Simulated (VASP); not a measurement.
CdS, 4 atoms in the cell. The structure is hexagonal, space group P6_3mc (No. 186). The conventional cell has a = 3.956 Å, b = 3.956 Å, c = 7.082 Å, α = 90.00°, β = 90.00°, γ = 120.00°. Within 3.3 Å of Cd (site symmetry 3m) lie 4 S at 2.51 Å. S (site symmetry 3m) has 4 Cd at 2.51 Å within 3.3 Å.  This cell differs from its parent crystal: epitaxial xy strain -5.0%.

```yaml
Program: VASP 6.6.1
Task: single point
Functional: r2SCAN
Potentials_or_basis: VASP PAW PBE potentials, release 64 (Cd, S)
Cutoff: 520 eV
k_mesh: 12 × 12 × 4
Occupations: gaussian, width 0.01 eV
Spin: no spin polarisation
Dipole_correction: no
Further_INCAR_settings: ALGO = Normal; EDIFF = 1e-07; NBANDS = 26
```

Potentials or basis: VASP PAW PBE potentials, release 64 (Cd, S).

The run is started by

```sh
$ cat potpaw_PBE.64/Cd/POTCAR potpaw_PBE.64/S/POTCAR > POTCAR
$ cp INCAR.step1 INCAR
$ mpirun -np 1 vasp_std > vasp.out
$ cp INCAR.step2 INCAR
$ mpirun -np 1 vasp_std > vasp.out
```

Hardware: 1 thread of Intel(R) Xeon(R) Platinum 8488C (Sapphire Rapids), on a shared host.

Task: Estimate the wall time of this run.

Result: Wall time 6.6 min on 1 thread of Intel(R) Xeon(R) Platinum 8488C (Sapphire Rapids), with other jobs on the host, peak memory 0.3 GiB. Counts: k points 57.
